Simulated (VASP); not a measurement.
# CuAuSe2 (R-3m) in VASP: further runs

Runs on CuAuSe2. Level: PBE+U. Tasks: single point.

Everything below comes from runs of VASP 6.6.1. Logs are shortened: lines on timing, memory, paths and dates and some standing lists are left out, and cuts for length are marked.

## 1. The cell of the first run

Symmetry: R-3m, No. 166, trigonal system. Conventional cell: a = 4.005 Å, b = 4.005 Å, c = 21.810 Å, α = 90.00°, β = 90.00°, γ = 120.00°. Cu (site symmetry -3m) has 6 Se at 3.18 Å and 6 Cu at 4.01 Å and 6 Au at 4.31 Å within 4.4 Å. Within 3.6 Å of Au (site symmetry -3m) lie 6 Se at 2.73 Å. Within 3.8 Å of Se (site symmetry 3m) lie 3 Au at 2.73 Å and 3 Cu at 3.18 Å and 3 Se at 3.71 Å.

## 2. Single point, PBE+U, collinear spin

INCAR

```
SYSTEM = CuAuSe2
  ALGO = Normal
  EDIFF = 1E-6
  ENCUT = 520
  GGA = PE
  ISIF = 2
  ISMEAR = 0
  ISPIN = 2
  LASPH = .TRUE.
  LCHARG = .FALSE.
  LDAU = .TRUE.
  LDAUJ = 0 0 0
  LDAUL = -1 2 -1
  LDAUPRINT = 1
  LDAUTYPE = 2
  LDAUU = 0 7 0
  LMAXMIX = 4
  LORBIT = 11
  LREAL = .FALSE.
  LWAVE = .FALSE.
  MAGMOM = 0 2 0 0
  NBANDS = 29
  NELM = 150
  PREC = Accurate
  SIGMA = 0.05
```

KPOINTS

```
k-points
0
G
  6 6 6
  0 0 0
```

POSCAR

```
CuAuSe2
1.0
    2.0025292900      1.1561608300      7.2699454900
   -2.0025292900      1.1561608300      7.2699454900
    0.0000000000     -2.3123216500      7.2699454900
Cu Au Se
1 1 2
Direct
    0.5000000000      0.5000000000      0.5000000000
    0.0000000000      0.0000000000      0.0000000000
    0.2667000000      0.2667000000      0.2667000000
    0.7333000000      0.7333000000      0.7333000000
```

Potentials or basis: VASP PAW PBE potentials, release 64 (Cu, Au, Se).

Launch:

```
$ cat potpaw_PBE.64/Cu/POTCAR potpaw_PBE.64/Au/POTCAR potpaw_PBE.64/Se/POTCAR > POTCAR
$ mpirun -np 1 vasp_std > vasp.out
```

OUTCAR:

```text
SYSTEM = CuAuSe2
   EDIFF = 1E-6
   ENCUT = 520
   GGA = PE
   ISIF = 2
   ISMEAR = 0
   ISPIN = 2
   LASPH = .TRUE.
   LORBIT = 11
   LREAL = .FALSE.
   NELM = 150
   PREC = Accurate

 ion  position               nearest neighbor table
   1  0.500  0.500  0.500-
   2  0.000  0.000  0.000-   4 2.73   4 2.73   3 2.73   3 2.73   4 2.73   3 2.73
   3  0.267  0.267  0.267-   2 2.73   2 2.73   2 2.73
   4  0.733  0.733  0.733-   2 2.73   2 2.73   2 2.73

  LATTYP: Found a trigonal (rhomboedric) cell.
 ALAT       =     7.6288229007
 COS(alpha) =     0.8621925538

  Lattice vectors:

 A1 = (   2.0025292900,   1.1561608300,   7.2699454900)
 A2 = (  -2.0025292900,   1.1561608300,   7.2699454900)
 A3 = (   0.0000000000,  -2.3123216500,   7.2699454900)

Analysis of symmetry for initial positions (statically):
=====================================================================
 Subroutine PRICEL returns:
 Original cell was already a primitive cell.

 Routine SETGRP: Setting up the symmetry group for a
 trigonal (rhombohedral) supercell.

 Subroutine GETGRP returns: Found 12 space group operations
 (whereof 12 operations were pure point group operations)
 out of a pool of 12 trial point group operations.

The static configuration has the point symmetry D_3d.

Analysis of symmetry for dynamics (positions and initial velocities):
=====================================================================
 Subroutine PRICEL returns:
 Original cell was already a primitive cell.

 Routine SETGRP: Setting up the symmetry group for a
 trigonal (rhombohedral) supercell.

 Subroutine GETGRP returns: Found 12 space group operations
 (whereof 12 operations were pure point group operations)
 out of a pool of 12 trial point group operations.

The dynamic configuration has the point symmetry D_3d.

Analysis of structural, dynamic, and magnetic symmetry:
=====================================================================
 Subroutine PRICEL returns:
 Original cell was already a primitive cell.

 Routine SETGRP: Setting up the symmetry group for a
 trigonal (rhombohedral) supercell.

 Subroutine GETGRP returns: Found 12 space group operations
 (whereof 12 operations were pure point group operations)
 out of a pool of 12 trial point group operations.

The overall configuration has the point symmetry D_3d.

 Subroutine INISYM returns: Found 12 space group operations
 (whereof 12 operations are pure point group operations),
 and found     1 'primitive' translations

----------------------------------------------------------------------------------------

                                     Primitive cell

  volume of cell :     100.9903

  direct lattice vectors                    reciprocal lattice vectors
     2.002529290  1.156160830  7.269945490     0.249684238  0.144155262  0.045850871
    -2.002529290  1.156160830  7.269945490    -0.249684238  0.144155262  0.045850871
     0.000000000 -2.312321650  7.269945490     0.000000000 -0.288310524  0.045850871

  length of vectors
     7.628822901  7.628822901  7.628822900     0.291933658  0.291933658  0.291933658

  position of ions in fractional coordinates (direct lattice)
     0.500000000  0.500000000  0.500000000
     0.000000000  0.000000000  0.000000000
     0.266700000  0.266700000  0.266700000
     0.733300000  0.733300000  0.733300000

  ion indices of the primitive-cell ions
   primitive index   ion index
                 1           1
                 2           2
                 3           3
                 4           4

----------------------------------------------------------------------------------------

 KPOINTS: k-points

Automatic generation of k-mesh.
 Grid dimensions read from file:
 generate k-points for:    6    6    6

 Generating k-lattice:

  Cartesian coordinates                     Fractional coordinates (reciprocal lattice)
     0.041614040  0.024025877  0.007641812     0.166666667 -0.000000000  0.000000000
    -0.041614040  0.024025877  0.007641812    -0.000000000  0.166666667  0.000000000
     0.000000000 -0.048051754  0.007641812     0.000000000  0.000000000  0.166666667

  Length of vectors
     0.048655610  0.048655610  0.048655610

  Shift w.r.t. Gamma in fractional coordinates (k-lattice)
     0.000000000  0.000000000  0.000000000

 Subroutine IBZKPT returns following result:
 ===========================================

 Found     32 irreducible k-points:

 Following reciprocal coordinates:
            Coordinates               Weight
  0.000000  0.000000  0.000000      1.000000
  0.166667 -0.000000 -0.000000      6.000000
  0.333333 -0.000000  0.000000      6.000000
  0.500000 -0.000000  0.000000      3.000000
  0.166667  0.166667  0.000000      6.000000
  0.333333  0.166667  0.000000     12.000000
[... 16 lines left out ...]
  0.500000  0.500000  0.166667      6.000000
 -0.333333  0.500000  0.166667     12.000000
 [... further k-points ...]
   k-points           NKPTS =     32   k-points in BZ     NKDIM =     32   number of bands    NBANDS=     29
   number of dos      NEDOS =    301   number of ions     NIONS =      4
   total plane-waves  NPLWV = 216000
   dimension x,y,z NGX =    60 NGY =   60 NGZ =   60
   dimension x,y,z NGXF=   120 NGYF=  120 NGZF=  120
   ions per type =               1   1   2
   NGX,Y,Z   is equivalent  to a cutoff of  13.08, 13.08, 13.08 a.u.
   NGXF,Y,Z  is equivalent  to a cutoff of  26.15, 26.15, 26.15 a.u.
 SYSTEM =  CuAuSe2
   PREC   = accura    normal or accurate (medium, high low for compatibility)
   ISTART =      0    job   : 0-new  1-cont  2-samecut
   ICHARG =      2    charge: 1-file 2-atom 10-const
   ISPIN  =      2    spin polarized calculation?
   LNONCOLLINEAR =      F non collinear calculations
   LSORBIT =      F    spin-orbit coupling
   LASPH  =      T    aspherical Exc in radial PAW
   ENCUT  =  520.0 eV  38.22 Ry    6.18 a.u.  14.18 14.18 14.18*2*pi/ulx,y,z
   NELM   =    150;   NELMIN=  2; NELMDL= -5     # of ELM steps
   EDIFF  = 0.1E-05   stopping-criterion for ELM
   LREAL  =      F    real-space projection
   EDIFFG = 0.1E-04   stopping-criterion for IOM
   NSW    =      0    number of steps for IOM
   IBRION =     -1    ionic relax: 0-MD 1-quasi-New 2-CG
   NFREE  =      0    steps in history (QN), initial steepest desc. (CG)
   ISIF   =      2    stress and relaxation
   ISYM   =      2    0-nonsym 1-usesym 2-fastsym
   POTIM  = 0.5000    time-step for ionic-motion
   TEBEG  =    0.0;   TEEND  =   0.0 temperature during run
   PSTRESS=    0.0 pullay stress
   NELECT =      34.0000    total number of electrons
   NUPDOWN=      -1.0000    fix difference up-down
   EMIN   =  10.00;   EMAX   =-10.00  energy-range for DOS
   EFERMI =   0.00;   METHOD = LEGACY
   ISMEAR =     0;   SIGMA  =   0.05  broadening in eV -4-tet -1-fermi 0-gaus
   EFERMI_NEDOS =   21; number of points for ismear=-14 and -15
   IALGO  =     38    algorithm
   IMIX   =      4    mixing-type and parameters
     AMIX     =   0.40;   BMIX     =  1.00
     AMIX_MAG =   1.60;   BMIX_MAG =  1.00
  volume/ion in A,a.u.               =      25.25       170.38
  Fermi-wavevector in a.u.,A,eV,Ry     =   1.138871  2.152155 17.647133  1.297028
  Thomas-Fermi vector in A             =   2.275575
   LORBIT       =     11    0 simple, 1 ext, 2 COOP (PROOUT), +10 PAW based schemes
 LDA+U is selected, type is set to LDAUTYPE =  2
   angular momentum for each species LDAUL =    -1    2   -1
   U (eV)           for each species LDAUU =   0.0  7.0  0.0
   J (eV)           for each species LDAUJ =   0.0  0.0  0.0
   GGA     = PE    functional components
   LHFCALC =     F    Hartree Fock is set to
   AEXX    =    0.0000 exact exchange contribution
   IVDW    =     0    specifies the selected vdW correction
   LEPSILON=     F    determine dielectric tensor
   LRPA    =     F    only Hartree local field effects (RPA)
 spin polarized calculation
 Gauss-broadening in eV      SIGMA  =   0.05
  energy-cutoff  :      520.00
  volume of cell :      100.99
 maximum number of plane-waves:      2745
 NGX is ok and might be reduce to    60
   NGX = 29   NGY = 29   NGZ = 29

atom =   2  type =  2  l = 2

 onsite density matrix

spin component  1

  0.9107 -0.0000  0.0000 -0.0250  0.0000
 -0.0000  0.8978  0.0000  0.0000 -0.0250
  0.0000  0.0000  0.9307 -0.0000  0.0000
 -0.0250  0.0000 -0.0000  0.8978  0.0000
  0.0000 -0.0250  0.0000  0.0000  0.9107

spin component  2

  0.9107 -0.0000  0.0000 -0.0251  0.0000
 -0.0000  0.8977  0.0000  0.0000 -0.0251
  0.0000  0.0000  0.9308 -0.0000  0.0000
 -0.0251  0.0000 -0.0000  0.8977  0.0000
  0.0000 -0.0251  0.0000  0.0000  0.9107

 occupancies and eigenvectors

  o =  0.8782  v =  0.0000  0.0000  0.0000  0.0000  0.0000  0.6120  0.0000 -0.0000  0.7908 -0.0000      0.0000  0.0000  0.0000  0.0000  0.0000  0.0000  0.0000  0.0000  0.0000  0.0000
  o =  0.8782  v =  0.0000  0.0000  0.0000  0.0000  0.0000  0.0000  0.7908 -0.0000  0.0000  0.6120      0.0000  0.0000  0.0000  0.0000  0.0000  0.0000  0.0000  0.0000  0.0000  0.0000
  o =  0.8783  v =  0.6125  0.0000 -0.0000  0.7905 -0.0000  0.0000  0.0000  0.0000  0.0000  0.0000      0.0000  0.0000  0.0000  0.0000  0.0000  0.0000  0.0000  0.0000  0.0000  0.0000
  o =  0.8783  v =  0.0000  0.7905 -0.0000  0.0000  0.6125  0.0000  0.0000  0.0000  0.0000  0.0000      0.0000  0.0000  0.0000  0.0000  0.0000  0.0000  0.0000  0.0000  0.0000  0.0000
  o =  0.9301  v = -0.7905  0.0000 -0.0000  0.6125 -0.0000  0.0000  0.0000  0.0000  0.0000  0.0000      0.0000  0.0000  0.0000  0.0000  0.0000  0.0000  0.0000  0.0000  0.0000  0.0000
  o =  0.9301  v =  0.0000  0.6125  0.0000 -0.0000 -0.7905  0.0000  0.0000  0.0000  0.0000  0.0000      0.0000  0.0000  0.0000  0.0000  0.0000  0.0000  0.0000  0.0000  0.0000  0.0000
  o =  0.9302  v =  0.0000  0.0000  0.0000  0.0000  0.0000 -0.7908  0.0000 -0.0000  0.6120 -0.0000      0.0000  0.0000  0.0000  0.0000  0.0000  0.0000  0.0000  0.0000  0.0000  0.0000
  o =  0.9302  v =  0.0000  0.0000  0.0000  0.0000  0.0000  0.0000  0.6120  0.0000 -0.0000 -0.7908      0.0000  0.0000  0.0000  0.0000  0.0000  0.0000  0.0000  0.0000  0.0000  0.0000
  o =  0.9307  v =  0.0000  0.0000 -1.0000 -0.0000 -0.0000  0.0000  0.0000  0.0000  0.0000  0.0000      0.0000  0.0000  0.0000  0.0000  0.0000  0.0000  0.0000  0.0000  0.0000  0.0000
  o =  0.9308  v =  0.0000  0.0000  0.0000  0.0000  0.0000  0.0000  0.0000 -1.0000 -0.0000 -0.0000      0.0000  0.0000  0.0000  0.0000  0.0000  0.0000  0.0000  0.0000  0.0000  0.0000

 number of electron      33.9999999 magnetization       0.0014932

 Free energy of the ion-electron system (eV)
  ---------------------------------------------------
  ext. energy  EPLUGINS =         0.00000000
  ---------------------------------------------------
  free energy    TOTEN  =        -8.97675815 eV

  energy without entropy =       -8.97191454  energy(sigma->0) =       -8.97433635

 E-fermi :   2.6366     XC(G=0):  -9.3970

 val. band max:        2.6363423358   @ k =   0.5000   0.3333   0.1667
 cond. band min:       2.6369515714   @ k =   0.5000   0.3333   0.1667
 fundamental gap:      0.0006092356
 Fermi energy:         2.6366156517

 spin component 1

 k-point     1 :       0.0000    0.0000    0.0000
  band No.  band energies     occupation
      1     -10.4452      1.00000
      2      -9.5193      1.00000
      3      -3.3486      1.00000
      4      -3.2553      1.00000
      5      -3.2553      1.00000
      6      -2.5200      1.00000
[... 21 lines left out ...]
     28      12.9714      0.00000
     29      12.9714      0.00000
[... 1479 lines left out ...]
      1      -9.6510      1.00000
      2      -9.5560      1.00000
      3      -3.1715      1.00000
      4      -2.9984      1.00000
      5      -2.6305      1.00000
      6      -2.5250      1.00000
[... 21 lines left out ...]
     28      13.2874      0.00000
     29      14.8169      0.00000

 [... further k-points ...]

------------------------ aborting loop because EDIFF is reached ----------------------------------------

  FORCE on cell =-STRESS in cart. coord.  units (eV):
  Direction    XX          YY          ZZ          XY          YZ          ZX
  --------------------------------------------------------------------------------------
  -------------------------------------------------------------------------------------
  Total       -4.6136602     -4.6136602     -6.1897691      0.0000000     -0.0000000      0.0000000
  in kB      -73.1941981    -73.1941984    -98.1986456      0.0000000     -0.0000000      0.0000000
  external PRESSURE =     -81.5290140 kB  Pullay stress =       0.0000000 kB

 VOLUME and BASIS-vectors are now :
 -----------------------------------------------------------------------------
  energy-cutoff  :      520.00
  volume of cell :      100.99
      direct lattice vectors                 reciprocal lattice vectors
     2.002529290  1.156160830  7.269945490     0.249684238  0.144155262  0.045850871
    -2.002529290  1.156160830  7.269945490    -0.249684238  0.144155262  0.045850871
     0.000000000 -2.312321650  7.269945490     0.000000000 -0.288310524  0.045850871

 POSITION                                       TOTAL-FORCE (eV/Angst)
 -----------------------------------------------------------------------------------
      0.00000      0.00000     10.90492         0.000000      0.000000      0.000000
      0.00000      0.00000      0.00000         0.000000      0.000000      0.000000
      0.00000      0.00000      5.81668         0.000000     -0.000000     -0.756037
      0.00000      0.00000     15.99315         0.000000      0.000000      0.756037
 -----------------------------------------------------------------------------------
    total drift:                                0.000000      0.000000      0.000000

  FREE ENERGIE OF THE ION-ELECTRON SYSTEM (eV)
  ---------------------------------------------------
  free  energy   TOTEN  =        -8.9767581498 eV

  energy  without entropy=       -8.9719145447  energy(sigma->0) =       -8.97433635

 total charge

# of ion       s       p       d       tot
------------------------------------------
    1        0.256   0.073   9.304   9.632
    2        0.480   0.297   9.046   9.824
    3        1.496   2.135   0.027   3.658
    4        1.496   2.135   0.027   3.658
--------------------------------------------------
tot          3.727   4.640  18.404  26.771

 magnetization (x)

# of ion       s       p       d       tot
------------------------------------------
    1       -0.000   0.000   0.000   0.000
    2       -0.000  -0.000   0.000   0.000
    3        0.000   0.000   0.000   0.000
    4        0.000   0.000   0.000   0.000
--------------------------------------------------
tot          0.000   0.001   0.000   0.001
```

Wall time 11 min (1 thread of Intel Xeon Platinum 8175M at 2.50GHz (Skylake/Cascade Lake), shared host); peak memory 0.71 GiB.

Results:

- Free energy: -8.9768 eV
- Pressure: -8.2 GPa
- Largest force: 0.756 eV/Å
- Band gap on the k mesh: zero (filled and empty bands overlap)
- Net moment: 0.00 μB per cell
- Valence electrons inside the program's atomic spheres: Cu 9.63; Au 9.82; Se 3.66

Forces on the atoms (eV/Å):
```
Cu   0.000  0.000  0.000
Au   0.000  0.000  0.000
Se   0.000  0.000 -0.756
Se   0.000  0.000  0.756
```

Stress tensor (GPa, compression positive):
```
-7.32  0.00  0.00
 0.00 -7.32  0.00
 0.00  0.00 -9.82
```

Eigenvalues of the final occupation matrices:
```tsv
site	spin	trace	eigenvalues
site 2 d	1	4.55	0.88 0.88 0.93 0.93 0.93
site 2 d	2	4.55	0.88 0.88 0.93 0.93 0.93
```

Caveat: the cell stands under tension; spin-orbit coupling is left out, which moves the levels of the heavy elements.

(Continued in part 2 of 2.)
